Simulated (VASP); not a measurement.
The system is CuO.

```
CELL_PARAMETERS angstrom
1.99097 -2.15355 0.00000
1.99097 2.15355 0.00000
0.00000 0.00000 5.15593
ATOMIC_POSITIONS crystal
Cu 0.50000 0.00000 0.00000
Cu 0.00000 0.50000 0.50000
O 0.50000 0.50000 0.25000
O 0.50000 0.50000 0.75000
```

| Quantity | Value |
| --- | --- |
| Program | VASP 6.6.1 |
| Task | relaxation of cell and atoms |
| Functional | LDA |
| Potentials or basis | VASP PAW LDA potentials, release 64 (Cu_sv_GW, O) |
| Cutoff | 820 eV |
| k mesh | 9 × 9 × 5 |
| Occupations | fermi-dirac, width 0.05 eV |
| Spin | no spin polarisation |

At the start: pressure -12.5 GPa; volume 11.05 Å³/atom.

Question: How do energy, volume and symmetry change on relaxing?

Answer: Over 18 steps the energy falls by 33.0 meV/atom and the volume is 10.28 Å³/atom (-7.0 %); space group Cccm (No. 66, to 0.1 Å) before and after.

The path:
```tsv
step	energy change (eV)	largest force (eV/Å)	pressure (GPa)	volume (Å³)
1	0.0000	0.0000	-12.45	44.21
2	-0.0321	0.0000	13.29	38.94
3	-0.1263	0.0000	-0.27	41.26
4	-0.1263	0.0000	-0.03	41.20
5	-0.1284	0.0000	0.10	41.13
6	-0.1297	0.0000	0.21	41.02
7	-0.1300	0.0000	-0.19	41.11
8	-0.1301	0.0000	-0.58	41.19
9	-0.1303	0.0000	-0.54	41.19
10	-0.1306	0.0000	-0.48	41.19
11	-0.1313	0.0000	-0.35	41.19
12	-0.1317	0.0000	-0.07	41.17
13	-0.1317	0.0000	-0.08	41.17
14	-0.1318	0.0000	-0.12	41.15
15	-0.1318	0.0000	0.20	41.09
16	-0.1318	0.0000	0.23	41.11
17	-0.1318	0.0000	0.17	41.13
18	-0.1318	0.0000	0.01	41.14
```

Final structure:
```yaml
crystal:
  lattice:
    - [1.99065, -2.04671, 0.00000]
    - [1.99065, 2.04671, 0.00000]
    - [0.00000, 0.00000, 5.04826]
  atoms:
    - { symbol: Cu, position: [0.50000, 0.00000, 0.00000] }
    - { symbol: Cu, position: [0.00000, 0.50000, 0.50000] }
    - { symbol: O, position: [0.50000, 0.50000, 0.25000] }
    - { symbol: O, position: [0.50000, 0.50000, 0.75000] }
```
